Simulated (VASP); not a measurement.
Runs of VASP 6.6.1 on Sc. The structure is that of space group Fm-3m (No. 225), or close to it. The cells are those of the table. 

| cell | gap on the mesh (eV) | pressure (GPa) |
| --- | --- | --- |
| a = 3.391 Å, angles 60.0°, 1 atom | none | -3.3 |
| a = 3.349 Å, angles 60.0°, 1 atom | none | -1.8 |
| a = 3.305 Å, angles 60.0°, 1 atom | none | 0.0 |
| a = 3.167 Å, angles 60.0°, 1 atom | none | (a) |
| a = 3.432 Å, angles 60.0°, 1 atom | none | (b) |

Alike in all rows: task single point; level revPBE; potentials or basis VASP PAW PBE potentials, release 64 (Sc_sv); no spin polarisation; k mesh 13 × 13 × 13; cutoff (eV) 520; smearing fermi-dirac 0.1 eV.

Problem. Fill in the values left out.

Solution. (a) 7.6; (b) -4.6.

Caveats: the PAW data sets were made with another functional, which shifts forces and pressure a little.

A gap of «none» marks levels without a gap at the run's occupations.
